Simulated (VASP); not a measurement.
# B (P6_3/mmc) in VASP: relaxation of cell and atoms with PBE

Aim: the relaxation of cell and atoms of B with PBE.

All numbers are computed with VASP 6.6.1; they aren't measurements. Logs are shortened: lines on timing, memory, paths and dates and some standing lists are left out, and cuts for length are marked.

### Step 1. The cell of the first run

Symmetry: P6_3/mmc, No. 194, hexagonal system. The conventional cell has a = 2.876 Å, b = 2.876 Å, c = 11.876 Å, α = 90.00°, β = 90.00°, γ = 120.00°. Within 2.4 Å of B (site symmetry 3m) lie 6 B at 1.78 to 1.92 Å. Within 2.1 Å of B (site symmetry 3m) lie 7 B at 1.61 to 1.95 Å. Within 2.1 Å of B (site symmetry 3m) lie 5 B at 1.61 to 1.78 Å.

This isn't the form of B at room conditions, which is rhombohedral.

### Step 2. Relaxation of cell and atoms, PBE

The input, INCAR:

```
  PREC = Accurate
  ENCUT = 600
  EDIFF = 1E-6
  ISMEAR = 0
  SIGMA = 0.1
  LREAL = False
  LASPH = True
  NELM = 60
  ALGO = Normal
  ISIF = 3
  LWAVE = False
  LCHARG = False
  GGA = PE
  IBRION = 2
  NSW = 100
  EDIFFG = -0.01
```

The input, KPOINTS:

```
Automatic mesh
0
Gamma
  18 18 4
```

The input, POSCAR:

```
B
1.0
    2.8756922629      0.0000000000      0.0000000000
   -1.4378461315      2.4904225531      0.0000000000
    0.0000000000      0.0000000000     11.8759969540
B
12
Direct
    0.0000000000      0.0000000000      0.1239289891
    0.0000000000      0.0000000000      0.6239289891
    0.0000000000      0.0000000000      0.3760710109
    0.0000000000      0.0000000000      0.8760710109
    0.3333333333      0.6666666667      0.5428967152
    0.6666666667      0.3333333333      0.0428967152
    0.3333333333      0.6666666667      0.9571032848
    0.6666666667      0.3333333333      0.4571032848
    0.3333333333      0.6666666667      0.6783442025
    0.6666666667      0.3333333333      0.1783442025
    0.3333333333      0.6666666667      0.8216557975
    0.6666666667      0.3333333333      0.3216557975
```

Potentials or basis: VASP PAW PBE potentials, release 64 (B).

Launch:

```bash
$ cat potpaw_PBE.64/B/POTCAR > POTCAR
$ mpirun -np 1 vasp_std > vasp.out
```

OUTCAR:

```text
PREC = Accurate
   ENCUT = 600
   EDIFF = 1E-6
   ISMEAR = 0
   LREAL = False
   LASPH = True
   NELM = 60
   ISIF = 3
   GGA = PE
   IBRION = 2
   NSW = 100
   EDIFFG = -0.01

 ion  position               nearest neighbor table
   1  0.000  0.000  0.124-  10 1.78  10 1.78  10 1.78   6 1.92   6 1.92   6 1.92
   2  0.000  0.000  0.624-   9 1.78   9 1.78   9 1.78   5 1.92   5 1.92   5 1.92
   3  0.000  0.000  0.376-  12 1.78  12 1.78  12 1.78   8 1.92   8 1.92   8 1.92
   4  0.000  0.000  0.876-  11 1.78  11 1.78  11 1.78   7 1.92   7 1.92   7 1.92
   5  0.333  0.667  0.543-   9 1.61   2 1.92   2 1.92   2 1.92   8 1.95   8 1.95   8 1.95
   6  0.667  0.333  0.043-  10 1.61   1 1.92   1 1.92   1 1.92   7 1.95   7 1.95   7 1.95
   7  0.333  0.667  0.957-  11 1.61   4 1.92   4 1.92   4 1.92   6 1.95   6 1.95   6 1.95
   8  0.667  0.333  0.457-  12 1.61   3 1.92   3 1.92   3 1.92   5 1.95   5 1.95   5 1.95
   9  0.333  0.667  0.678-   5 1.61  11 1.70   2 1.78   2 1.78   2 1.78
  10  0.667  0.333  0.178-   6 1.61  12 1.70   1 1.78   1 1.78   1 1.78
  11  0.333  0.667  0.822-   7 1.61   9 1.70   4 1.78   4 1.78   4 1.78
  12  0.667  0.333  0.322-   8 1.61  10 1.70   3 1.78   3 1.78   3 1.78

  LATTYP: Found a hexagonal cell.
 ALAT       =     2.8756922629
 C/A-ratio  =     4.1297871498

  Lattice vectors:

 A1 = (   2.8756922629,   0.0000000000,   0.0000000000)
 A2 = (  -1.4378461315,   2.4904225531,   0.0000000000)
 A3 = (   0.0000000000,   0.0000000000,  11.8759969540)

Analysis of symmetry for initial positions (statically):
=====================================================================
 Subroutine PRICEL returns:
 Original cell was already a primitive cell.

 Routine SETGRP: Setting up the symmetry group for a
 hexagonal supercell.

 Subroutine GETGRP returns: Found 24 space group operations
 (whereof 12 operations were pure point group operations)
 out of a pool of 24 trial point group operations.

The static configuration has the point symmetry D_3d.
 The point group associated with its full space group is D_6h.

Analysis of symmetry for dynamics (positions and initial velocities):
=====================================================================
 Subroutine PRICEL returns:
 Original cell was already a primitive cell.

 Routine SETGRP: Setting up the symmetry group for a
 hexagonal supercell.

 Subroutine GETGRP returns: Found 24 space group operations
 (whereof 12 operations were pure point group operations)
 out of a pool of 24 trial point group operations.

The dynamic configuration has the point symmetry D_3d.
 The point group associated with its full space group is D_6h.

[... 128 lines left out ...]
   PSTRESS=    0.0 pullay stress
   NELECT =      36.0000    total number of electrons
   NUPDOWN=      -1.0000    fix difference up-down
   EMIN   =  10.00;   EMAX   =-10.00  energy-range for DOS
   EFERMI =   0.00;   METHOD = LEGACY
   ISMEAR =     0;   SIGMA  =   0.10  broadening in eV -4-tet -1-fermi 0-gaus
   EFERMI_NEDOS =   21; number of points for ismear=-14 and -15
   IALGO  =     38    algorithm
   IMIX   =      4    mixing-type and parameters
     AMIX     =   0.40;   BMIX     =  1.00
     AMIX_MAG =   1.60;   BMIX_MAG =  1.00
  volume/ion in A,a.u.               =       7.09        47.83
  Fermi-wavevector in a.u.,A,eV,Ry     =   1.229175  2.322804 20.556660  1.510872
  Thomas-Fermi vector in A             =   2.364073
   LORBIT       =      0    0 simple, 1 ext, 2 COOP (PROOUT), +10 PAW based schemes
   GGA     = PE    functional components
   LHFCALC =     F    Hartree Fock is set to
   AEXX    =    0.0000 exact exchange contribution
   IVDW    =     0    specifies the selected vdW correction
   LEPSILON=     F    determine dielectric tensor
   LRPA    =     F    only Hartree local field effects (RPA)
 conjugate gradient relaxation of ions
 non-spin polarized calculation
 Gauss-broadening in eV      SIGMA  =   0.10
  energy-cutoff  :      600.00
  volume of cell :       85.05
 maximum number of plane-waves:      2856
 NGX is ok and might be reduce to    24
   NGX = 11   NGY = 11   NGZ = 47

--------------------------------------- Ionic step        1  -------------------------------------------

 number of electron      36.0000000 magnetization

 Free energy of the ion-electron system (eV)
  ---------------------------------------------------
  ext. energy  EPLUGINS =         0.00000000
  ---------------------------------------------------
  free energy    TOTEN  =       -73.72366018 eV

  energy without entropy =      -73.71135030  energy(sigma->0) =      -73.71750524

------------------------ aborting loop because EDIFF is reached ----------------------------------------

  FORCE on cell =-STRESS in cart. coord.  units (eV):
  Direction    XX          YY          ZZ          XY          YZ          ZX
  --------------------------------------------------------------------------------------
  -------------------------------------------------------------------------------------
  Total       -0.0186429     -0.0186429      0.0346380      0.0000000      0.0000000      0.0000000
  in kB       -0.3511866     -0.3511866      0.6524960      0.0000000      0.0000000      0.0000000
  external PRESSURE =      -0.0166257 kB  Pullay stress =       0.0000000 kB
[... 125 lines left out ...]
--------------------------------------- Ionic step        4  -------------------------------------------

 number of electron      36.0000000 magnetization

 Free energy of the ion-electron system (eV)
  ---------------------------------------------------
  ext. energy  EPLUGINS =         0.00000000
  ---------------------------------------------------
  free energy    TOTEN  =       -73.72381136 eV

  energy without entropy =      -73.71149525  energy(sigma->0) =      -73.71765330

 E-fermi :   6.3400     XC(G=0): -11.8877

 val. band max:        6.3286682226   @ k =   0.0000   0.0000   0.0000
 cond. band min:       6.3404975131   @ k =   0.1667   0.1667   0.0000
 fundamental gap:      0.0118292905
 Fermi energy:         6.3399588562

 k-point     1 :       0.0000    0.0000    0.0000
  band No.  band energies     occupation
      1      -9.4607      2.00000
      2      -9.1493      2.00000
      3      -7.8797      2.00000
      4      -6.8869      2.00000
      5      -4.4300      2.00000
      6      -1.5331      2.00000
[... 661 lines left out ...]
     24      11.2701      0.00000
     25      12.4544      0.00000

 [... further k-points ...]

------------------------ aborting loop because EDIFF is reached ----------------------------------------

  FORCE on cell =-STRESS in cart. coord.  units (eV):
  Direction    XX          YY          ZZ          XY          YZ          ZX
  --------------------------------------------------------------------------------------
  -------------------------------------------------------------------------------------
  Total        0.0104933      0.0104933      0.0372119     -0.0000000      0.0000000      0.0000000
  in kB        0.1976976      0.1976976      0.7010835     -0.0000000      0.0000000      0.0000000
  external PRESSURE =       0.3654929 kB  Pullay stress =       0.0000000 kB
[... 27 lines left out ...]
  FREE ENERGIE OF THE ION-ELECTRON SYSTEM (eV)
  ---------------------------------------------------
  free  energy   TOTEN  =       -73.7238113596 eV

  energy  without entropy=      -73.7114952491  energy(sigma->0) =      -73.71765330

 reached required accuracy - stopping structural energy minimisation
```

Wall time 10 min (1 thread of Intel Xeon 8259CL, shared host); peak memory 0.35 GiB.

What came out:

| Item | Value |
| --- | --- |
| Free energy | -73.7238 eV |
| Relaxed volume | 7.09 Å³/atom |
| Relaxed cell | a = 2.875 Å, b = 2.875 Å, c = 11.878 Å, α = 90.00°, β = 90.00°, γ = 120.00° |
| Space group after relaxing (to 0.1 Å) | P6_3/mmc (No. 194) |
| Energy gained by relaxing | 0.0 meV/atom |
| Ionic steps | 4 |
| Pressure after relaxing | 0.0 GPa |
| Largest force after relaxing | 0.007 eV/Å |
| Band gap on the k mesh | zero (bands 18 and 19 overlap by 4.04 eV) |

Forces on the atoms (eV/Å):
```
B    0.000  0.000 -0.007
B    0.000  0.000 -0.007
B    0.000  0.000  0.007
B    0.000  0.000  0.007
B    0.000  0.000 -0.001
B    0.000  0.000 -0.001
B    0.000  0.000  0.001
B    0.000  0.000  0.001
B    0.000  0.000 -0.003
B    0.000  0.000 -0.003
B    0.000  0.000  0.003
B    0.000  0.000  0.003
```

Step by step:
| step | energy change (eV) | largest force (eV/Å) | pressure (GPa) | volume (Å³) |
| --- | --- | --- | --- | --- |
| 1 | 0.0000 | 0.0222 | 0.00 | 85.05 |
| 2 | -0.0001 | 0.0187 | -0.03 | 85.05 |
| 3 | -0.0001 | 0.0187 | -0.03 | 85.05 |
| 4 | -0.0002 | 0.0067 | 0.04 | 85.04 |

Final structure:
```cif
data_structure
_symmetry_space_group_name_H-M 'P 1'
_symmetry_Int_Tables_number 1
_cell_length_a 2.8752
_cell_length_b 2.8752
_cell_length_c 11.8782
_cell_angle_alpha 90.000
_cell_angle_beta 90.000
_cell_angle_gamma 120.000
_cell_volume 85.04
loop_
_atom_site_label
_atom_site_type_symbol
_atom_site_fract_x
_atom_site_fract_y
_atom_site_fract_z
_atom_site_occupancy
B1 B 0.00000 0.00000 0.12383 1
B2 B 0.00000 0.00000 0.62383 1
B3 B 0.00000 0.00000 0.37617 1
B4 B 0.00000 0.00000 0.87617 1
B5 B 0.33333 0.66667 0.54306 1
B6 B 0.66667 0.33333 0.04306 1
B7 B 0.33333 0.66667 0.95694 1
B8 B 0.66667 0.33333 0.45694 1
B9 B 0.33333 0.66667 0.67843 1
B10 B 0.66667 0.33333 0.17843 1
B11 B 0.33333 0.66667 0.82157 1
B12 B 0.66667 0.33333 0.32157 1
```

Levels at points of the mesh, in eV from the Fermi level:
| k point | band 16 | band 17 | band 18 | band 19 | band 20 | band 21 |
| --- | --- | --- | --- | --- | --- | --- |
| (0.00, 0.00, 0.00) | 0.37 | 0.37 | 2.49 | 3.79 | 3.79 | 3.79 |
| (0.50, 0.00, 0.00) | -3.22 | -2.56 | -1.59 | 0.49 | 1.40 | 2.08 |
| (0.00, 0.00, 0.50) | 0.21 | 0.53 | 0.53 | 4.05 | 4.05 | 4.05 |
| (0.50, 0.00, 0.50) | -2.68 | -2.07 | -2.07 | 0.76 | 0.76 | 2.88 |
